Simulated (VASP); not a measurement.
# BaNa3 (Pm-3m) in VASP: a series of runs

BaNa3 is run at these levels: PBE; tasks: single point, relaxation of cell and atoms.

Everything below comes from runs of VASP 6.6.1. Logs are shortened: lines on timing, memory, paths and dates and some standing lists are left out, and cuts for length are marked.

## Step 1: The cell of the first run

It takes space group Pm-3m (No. 221, cubic). Conventional cell: a = 4.603 Å, b = 4.603 Å, c = 4.603 Å, α = 90.00°, β = 90.00°, γ = 90.00°. Within 4.3 Å of Na (site symmetry 4/mmm) lie 8 Na at 3.25 Å and 4 Ba at 3.25 Å. Ba (site symmetry m-3m) has 12 Na at 3.25 Å within 4.3 Å.

## Step 2: Single point, PBE

INCAR reads:

```
PREC = Accurate
ENCUT = 520
EDIFF = 1E-6
ISMEAR = 0
SIGMA = 0.1
LREAL = False
LASPH = True
NELM = 100
ALGO = Normal
ISIF = 2
LWAVE = False
LCHARG = True
GGA = PE
LELF = True
LVHAR = True
NBANDS = 24
```

KPOINTS reads:

```
Automatic mesh
0
Gamma
  4 4 4
```

POSCAR reads:

```
BaNa3
1.0
    4.6032348770      0.0000000000      0.0000000000
    0.0000000000      4.6032348770      0.0000000000
    0.0000000000      0.0000000000      4.6032348770
Na Ba
3 1
Direct
    0.0000000000      0.5000000000      0.5000000000
    0.5000000000      0.0000000000      0.5000000000
    0.5000000000      0.5000000000      0.0000000000
    0.0000000000      0.0000000000      0.0000000000
```

Potentials or basis: VASP PAW PBE potentials, release 64 (Na_pv, Ba_sv).

Command:

```bash
> cat potpaw_PBE.64/Na_pv/POTCAR potpaw_PBE.64/Ba_sv/POTCAR > POTCAR
> mpirun -np 1 vasp_std > vasp.out
```

OUTCAR:

```text
PREC = Accurate
   ENCUT = 520
   EDIFF = 1E-6
   ISMEAR = 0
   LREAL = False
   LASPH = True
   NELM = 100
   ISIF = 2
   GGA = PE

 ion  position               nearest neighbor table
   1  0.000  0.500  0.500-   4 3.25   4 3.25   4 3.25   4 3.25
   2  0.500  0.000  0.500-   4 3.25   4 3.25   4 3.25   4 3.25
   3  0.500  0.500  0.000-   4 3.25   4 3.25   4 3.25   4 3.25
   4  0.000  0.000  0.000-   1 3.25   2 3.25   3 3.25   1 3.25   2 3.25   1 3.25   3 3.25   1 3.25
                             2 3.25   3 3.25   2 3.25   3 3.25

  LATTYP: Found a simple cubic cell.
 ALAT       =     4.6032348770

  Lattice vectors:

 A1 = (   4.6032348770,   0.0000000000,   0.0000000000)
 A2 = (   0.0000000000,   4.6032348770,   0.0000000000)
 A3 = (   0.0000000000,   0.0000000000,   4.6032348770)

Analysis of symmetry for initial positions (statically):
=====================================================================
 Subroutine PRICEL returns:
 Original cell was already a primitive cell.

 Routine SETGRP: Setting up the symmetry group for a
 simple cubic supercell.

 Subroutine GETGRP returns: Found 48 space group operations
 (whereof 48 operations were pure point group operations)
 out of a pool of 48 trial point group operations.

The static configuration has the point symmetry O_h .

Analysis of symmetry for dynamics (positions and initial velocities):
=====================================================================
 Subroutine PRICEL returns:
 Original cell was already a primitive cell.

 Routine SETGRP: Setting up the symmetry group for a
 simple cubic supercell.

 Subroutine GETGRP returns: Found 48 space group operations
 (whereof 48 operations were pure point group operations)
 out of a pool of 48 trial point group operations.

The dynamic configuration has the point symmetry O_h .

 Subroutine INISYM returns: Found 48 space group operations
 (whereof 48 operations are pure point group operations),
 and found     1 'primitive' translations

----------------------------------------------------------------------------------------

                                     Primitive cell

  volume of cell :      97.5415

  direct lattice vectors                    reciprocal lattice vectors
     4.603234877  0.000000000  0.000000000     0.217238535  0.000000000  0.000000000
     0.000000000  4.603234877  0.000000000     0.000000000  0.217238535  0.000000000
     0.000000000  0.000000000  4.603234877     0.000000000  0.000000000  0.217238535

  length of vectors
     4.603234877  4.603234877  4.603234877     0.217238535  0.217238535  0.217238535

  position of ions in fractional coordinates (direct lattice)
     0.000000000  0.500000000  0.500000000
     0.500000000  0.000000000  0.500000000
     0.500000000  0.500000000  0.000000000
     0.000000000  0.000000000  0.000000000

  ion indices of the primitive-cell ions
   primitive index   ion index
                 1           1
                 2           2
                 3           3
                 4           4

----------------------------------------------------------------------------------------

 KPOINTS: Automatic mesh

Automatic generation of k-mesh.
 Grid dimensions read from file:
 generate k-points for:    4    4    4

 Generating k-lattice:

  Cartesian coordinates                     Fractional coordinates (reciprocal lattice)
     0.054309634  0.000000000  0.000000000     0.250000000  0.000000000  0.000000000
     0.000000000  0.054309634  0.000000000     0.000000000  0.250000000  0.000000000
     0.000000000  0.000000000  0.054309634     0.000000000  0.000000000  0.250000000

  Length of vectors
     0.054309634  0.054309634  0.054309634

  Shift w.r.t. Gamma in fractional coordinates (k-lattice)
     0.000000000  0.000000000  0.000000000

 Subroutine IBZKPT returns following result:
 ===========================================

 Found     10 irreducible k-points:

 Following reciprocal coordinates:
            Coordinates               Weight
  0.000000  0.000000  0.000000      1.000000
  0.250000  0.000000  0.000000      6.000000
  0.500000  0.000000  0.000000      3.000000
  0.250000  0.250000  0.000000     12.000000
  0.500000  0.250000  0.000000     12.000000
  0.500000  0.500000  0.000000      3.000000
  0.250000  0.250000  0.250000      8.000000
  0.500000  0.250000  0.250000     12.000000
  0.500000  0.500000  0.250000      6.000000
  0.500000  0.500000  0.500000      1.000000
   k-points           NKPTS =     10   k-points in BZ     NKDIM =     10   number of bands    NBANDS=     24
   number of dos      NEDOS =    301   number of ions     NIONS =      4
   total plane-waves  NPLWV =  46656
   dimension x,y,z NGX =    36 NGY =   36 NGZ =   36
   dimension x,y,z NGXF=    72 NGYF=   72 NGZF=   72
   ions per type =               3   1
   NGX,Y,Z   is equivalent  to a cutoff of  13.00, 13.00, 13.00 a.u.
   NGXF,Y,Z  is equivalent  to a cutoff of  26.00, 26.00, 26.00 a.u.
 SYSTEM =  unknown system
   PREC   = accura    normal or accurate (medium, high low for compatibility)
   ISTART =      0    job   : 0-new  1-cont  2-samecut
   ICHARG =      2    charge: 1-file 2-atom 10-const
   ISPIN  =      1    spin polarized calculation?
   LNONCOLLINEAR =      F non collinear calculations
   LSORBIT =      F    spin-orbit coupling
   LASPH  =      T    aspherical Exc in radial PAW
   ENCUT  =  520.0 eV  38.22 Ry    6.18 a.u.   8.56  8.56  8.56*2*pi/ulx,y,z
   NELM   =    100;   NELMIN=  2; NELMDL= -5     # of ELM steps
   EDIFF  = 0.1E-05   stopping-criterion for ELM
   LREAL  =      F    real-space projection
   EDIFFG = 0.1E-04   stopping-criterion for IOM
   NSW    =      0    number of steps for IOM
   IBRION =     -1    ionic relax: 0-MD 1-quasi-New 2-CG
   NFREE  =      0    steps in history (QN), initial steepest desc. (CG)
   ISIF   =      2    stress and relaxation
   ISYM   =      2    0-nonsym 1-usesym 2-fastsym
   POTIM  = 0.5000    time-step for ionic-motion
   TEBEG  =    0.0;   TEEND  =   0.0 temperature during run
   PSTRESS=    0.0 pullay stress
   NELECT =      31.0000    total number of electrons
   NUPDOWN=      -1.0000    fix difference up-down
   EMIN   =  10.00;   EMAX   =-10.00  energy-range for DOS
   EFERMI =   0.00;   METHOD = LEGACY
   ISMEAR =     0;   SIGMA  =   0.10  broadening in eV -4-tet -1-fermi 0-gaus
   EFERMI_NEDOS =   21; number of points for ismear=-14 and -15
   IALGO  =     38    algorithm
   IMIX   =      4    mixing-type and parameters
     AMIX     =   0.40;   BMIX     =  1.00
     AMIX_MAG =   1.60;   BMIX_MAG =  1.00
  volume/ion in A,a.u.               =      24.39       164.56
  Fermi-wavevector in a.u.,A,eV,Ry     =   1.117203  2.111208 16.982023  1.248144
  Thomas-Fermi vector in A             =   2.253824
   LORBIT       =      0    0 simple, 1 ext, 2 COOP (PROOUT), +10 PAW based schemes
   GGA     = PE    functional components
   LHFCALC =     F    Hartree Fock is set to
   AEXX    =    0.0000 exact exchange contribution
   IVDW    =     0    specifies the selected vdW correction
   LEPSILON=     F    determine dielectric tensor
   LRPA    =     F    only Hartree local field effects (RPA)
 non-spin polarized calculation
 Gauss-broadening in eV      SIGMA  =   0.10
  energy-cutoff  :      520.00
  volume of cell :       97.54
 maximum number of plane-waves:      2666
 NGX is ok and might be reduce to    36
   NGX = 17   NGY = 17   NGZ = 17

 number of electron      31.0000017 magnetization

 Free energy of the ion-electron system (eV)
  ---------------------------------------------------
  ext. energy  EPLUGINS =         0.00000000
  ---------------------------------------------------
  free energy    TOTEN  =        -3.12063754 eV

  energy without entropy =       -3.09140955  energy(sigma->0) =       -3.10602355

 E-fermi :   3.2488     XC(G=0):  -8.7083

 val. band max:        3.1573179516   @ k =   0.5000   0.2500   0.2500
 cond. band min:       3.2558645521   @ k =   0.2500   0.2500   0.0000
 fundamental gap:      0.0985466004
 Fermi energy:         3.2488474867

 k-point     1 :       0.0000    0.0000    0.0000
  band No.  band energies     occupation
      1     -25.1387      2.00000
      2     -21.5975      2.00000
      3     -21.5975      2.00000
      4     -21.5975      2.00000
      5     -21.5513      2.00000
      6     -21.5513      2.00000
[... 16 lines left out ...]
     23       7.1079      0.00000
     24      11.1369      0.00000

 k-point     2 :       0.2500    0.0000    0.0000
  band No.  band energies     occupation
      1     -25.1366      2.00000
      2     -21.5890      2.00000
      3     -21.5890      2.00000
      4     -21.5817      2.00000
      5     -21.5546      2.00000
      6     -21.5546      2.00000
[... 16 lines left out ...]
     23       8.8614      0.00000
     24       9.7684      0.00000

 k-point     3 :       0.5000    0.0000    0.0000
  band No.  band energies     occupation
      1     -25.1345      2.00000
      2     -21.5759      2.00000
      3     -21.5759      2.00000
      4     -21.5625      2.00000
      5     -21.5625      2.00000
      6     -21.5612      2.00000
[... 16 lines left out ...]
     23       8.4361      0.00000
     24       8.8676      0.00000
[... 136 lines left out ...]
 k-point     9 :       0.5000    0.5000    0.2500
  band No.  band energies     occupation
      1     -25.1143      2.00000
      2     -21.6058      2.00000
      3     -21.5992      2.00000
      4     -21.5992      2.00000
      5     -21.5615      2.00000
      6     -21.5303      2.00000
[... 16 lines left out ...]
     23      10.0495      0.00000
     24      10.3041      0.00000

 k-point    10 :       0.5000    0.5000    0.5000
  band No.  band energies     occupation
      1     -25.1051      2.00000
      2     -21.6144      2.00000
      3     -21.6144      2.00000
      4     -21.6144      2.00000
      5     -21.5780      2.00000
      6     -21.5171      2.00000
[... 16 lines left out ...]
     23       7.6212      0.00000
     24      11.2361      0.00000

------------------------ aborting loop because EDIFF is reached ----------------------------------------

  FORCE on cell =-STRESS in cart. coord.  units (eV):
  Direction    XX          YY          ZZ          XY          YZ          ZX
  --------------------------------------------------------------------------------------
  -------------------------------------------------------------------------------------
  Total        8.4722335      8.4722335      8.4722335      0.0000000      0.0000000      0.0000000
  in kB      139.1614976    139.1614976    139.1614976      0.0000000      0.0000000      0.0000000
  external PRESSURE =     139.1614976 kB  Pullay stress =       0.0000000 kB

 VOLUME and BASIS-vectors are now :
 -----------------------------------------------------------------------------
  energy-cutoff  :      520.00
  volume of cell :       97.54
      direct lattice vectors                 reciprocal lattice vectors
     4.603234877  0.000000000  0.000000000     0.217238535  0.000000000  0.000000000
     0.000000000  4.603234877  0.000000000     0.000000000  0.217238535  0.000000000
     0.000000000  0.000000000  4.603234877     0.000000000  0.000000000  0.217238535

 POSITION                                       TOTAL-FORCE (eV/Angst)
 -----------------------------------------------------------------------------------
      0.00000      2.30162      2.30162         0.000000      0.000000      0.000000
      2.30162      0.00000      2.30162         0.000000      0.000000      0.000000
      2.30162      2.30162      0.00000         0.000000      0.000000      0.000000
      0.00000      0.00000      0.00000         0.000000      0.000000      0.000000
 -----------------------------------------------------------------------------------
    total drift:                                0.000000      0.000000      0.000000

  FREE ENERGIE OF THE ION-ELECTRON SYSTEM (eV)
  ---------------------------------------------------
  free  energy   TOTEN  =        -3.1206375366 eV

  energy  without entropy=       -3.0914095536  energy(sigma->0) =       -3.10602355
```

It took 20 s on 1 thread of Intel Xeon Platinum 8488C (Sapphire Rapids), shared host; peak memory 0.21 GiB.

Results:

- Free energy: -3.1206 eV
- Pressure: 13.9 GPa
- Band gap on the k mesh: zero (an odd number of electrons rules out a gap without spin polarisation)

Levels at points of the mesh, in eV from the Fermi level:
| k point | band 14 | band 15 | band 16 | band 17 | band 18 | band 19 |
| --- | --- | --- | --- | --- | --- | --- |
| (0.00, 0.00, 0.00) | -4.02 | -0.56 | -0.56 | 2.59 | 2.59 | 2.59 |
| (0.50, 0.00, 0.00) | -2.21 | -1.68 | -0.15 | 0.99 | 0.99 | 2.93 |
| (0.50, 0.50, 0.00) | -1.90 | -0.73 | 0.54 | 0.54 | 1.49 | 1.49 |
| (0.50, 0.50, 0.50) | -0.81 | -0.81 | -0.81 | 0.37 | 2.29 | 2.29 |

Caveat: the cell stands under pressure; spin-orbit coupling is left out, which moves the levels of the heavy elements.

## Step 3: Single point, PBE

This run uses another cell than the first one, of 46.82 Å³/atom.

INCAR reads:

```
SYSTEM = BaNa3
PREC = Accurate
ENCUT = 520
EDIFF = 1E-7
ISMEAR = 0
SIGMA = 0.1
LREAL = .FALSE.
LASPH = .TRUE.
NELM = 80
ALGO = Fast
ISIF = 2
LWAVE = .FALSE.
LCHARG = .TRUE.
GGA = PE
LELF = .TRUE.
LVHAR = .TRUE.
NBANDS = 24
```

KPOINTS reads:

```
Automatic mesh
0
G
  4 4 4
  0 0 0
```

POSCAR reads:

```
BaNa3
1.0
    5.7211846695      0.0000000000      0.0000000000
    0.0000000000      5.7211846695      0.0000000000
    0.0000000000      0.0000000000      5.7211846695
Na Ba
3 1
Direct
    0.0000000000      0.5000000000      0.5000000000
    0.5000000000      0.0000000000      0.5000000000
    0.5000000000      0.5000000000      0.0000000000
    0.0000000000      0.0000000000      0.0000000000
```

Potentials or basis: VASP PAW PBE potentials, release 64 (Na_pv, Ba_sv).

Command:

```bash
> cat potpaw_PBE.64/Na_pv/POTCAR potpaw_PBE.64/Ba_sv/POTCAR > POTCAR
> mpirun -np 1 vasp_std > vasp.out
```

It took 98 s on 1 thread of Intel Xeon Platinum 8488C (Sapphire Rapids), shared host; peak memory 0.33 GiB.

It converged, with:

```yaml
Free_energy: -5.6120 eV
Pressure: 0.0 GPa
Band_gap_on_the_k_mesh: zero (an odd number of electrons rules out a gap without spin polarisation)
```

Levels at points of the mesh, in eV from the Fermi level:
| k point | band 12 | band 13 | band 14 | band 15 | band 16 | band 17 | band 18 | band 19 |
| --- | --- | --- | --- | --- | --- | --- | --- | --- |
| (0.00, 0.00, 0.00) | -14.43 | -14.43 | -2.91 | 0.14 | 0.14 | 1.79 | 1.79 | 1.79 |
| (0.50, 0.00, 0.00) | -14.43 | -14.43 | -1.78 | -1.50 | 0.46 | 0.95 | 0.95 | 2.08 |
| (0.50, 0.50, 0.00) | -14.45 | -14.43 | -0.98 | -0.62 | -0.33 | -0.33 | 1.25 | 1.25 |
| (0.50, 0.50, 0.50) | -14.45 | -14.45 | -0.29 | -0.29 | -0.29 | 0.65 | 0.81 | 0.81 |

Caveat: spin-orbit coupling is left out, which moves the levels of the heavy elements.

## Step 4: Relaxation of cell and atoms, PBE

INCAR reads:

```
SYSTEM = BaNa3
  PREC = Accurate
  ENCUT = 600
  EDIFF = 1E-7
  ISMEAR = 0
  SIGMA = 0.1
  LREAL = .FALSE.
  LASPH = .TRUE.
  NELM = 80
  ALGO = Normal
  ISIF = 3
  LWAVE = .FALSE.
  LCHARG = .FALSE.
  GGA = PE
  IBRION = 2
  NSW = 90
  EDIFFG = -0.04
```

KPOINTS is that of step 3.

POSCAR reads:

```
BaNa3
1.0
    4.6032348770      0.0000000000      0.0000000000
    0.0000000000      4.6032348770      0.0000000000
    0.0000000000      0.0000000000      4.6032348770
Na Ba
3 1
Direct
    0.0000000000      0.5000000000      0.5000000000
    0.5000000000      0.0000000000      0.5000000000
    0.5000000000      0.5000000000      0.0000000000
    0.0000000000      0.0000000000      0.0000000000
```

Command:

```bash
> cat potpaw_PBE.64/Na_pv/POTCAR potpaw_PBE.64/Ba_sv/POTCAR > POTCAR
> mpirun -np 1 vasp_std > vasp.out
```

Run time: 2.4 min. Hardware: 1 thread of Intel Xeon Platinum 8488C (Sapphire Rapids), shared host; peak memory 0.25 GiB.

Results (log left out):

```
Free energy                           : -5.5802 eV
Relaxed volume                        : 46.13 Å³/atom
Relaxed cell                          : a = 5.693 Å, b = 5.693 Å, c = 5.693 Å, α = 90.00°, β = 90.00°, γ = 90.00°
Space group after relaxing (to 0.1 Å) : Pm-3m (No. 221)
Energy gained by relaxing             : 614.9 meV/atom
Ionic steps                           : 5
Pressure after relaxing               : 0.0 GPa
Band gap on the k mesh                : zero (an odd number of electrons rules out a gap without spin polarisation)
```

The path:
| step | energy change (eV) | largest force (eV/Å) | pressure (GPa) | volume (Å³) |
| --- | --- | --- | --- | --- |
| 1 | 0.0000 | 0.0000 | 13.90 | 97.54 |
| 2 | -1.7749 | 0.0000 | 5.07 | 130.55 |
| 3 | -2.4161 | 0.0000 | 0.92 | 168.38 |
| 4 | -2.4579 | 0.0000 | 0.16 | 181.26 |
| 5 | -2.4596 | 0.0000 | 0.01 | 184.51 |

Final structure:
```xyz
4
Lattice="5.6930 0.0000 0.0000 0.0000 5.6930 0.0000 0.0000 0.0000 5.6930" Properties=species:S:1:pos:R:3 pbc="T T T"
Na    0.0000    2.8465    2.8465
Na    2.8465    0.0000    2.8465
Na    2.8465    2.8465    0.0000
Ba    0.0000    0.0000    0.0000
```

Levels at points of the mesh, in eV from the Fermi level:
```tsv
k point	band 11	band 12	band 13	band 14	band 15	band 16	band 17	band 18	band 19
(0.00, 0.00, 0.00)	-14.41	-14.41	-14.41	-2.93	0.13	0.13	1.97	1.97	1.97
(0.50, 0.00, 0.00)	-14.43	-14.41	-14.41	-1.79	-1.51	0.45	0.96	0.96	2.10
(0.50, 0.50, 0.00)	-14.43	-14.43	-14.40	-0.99	-0.62	-0.33	-0.33	1.26	1.26
(0.50, 0.50, 0.50)	-14.42	-14.42	-14.42	-0.30	-0.30	-0.30	0.65	0.83	0.83
```

Caveat: the volume moved by over 15 % at a fixed basis, so the end points are rough; spin-orbit coupling is left out, which moves the levels of the heavy elements.

(Part 1 of 3 ends here.)

The gap in the log of VASP goes by the Fermi energy; the results here count the filled bands.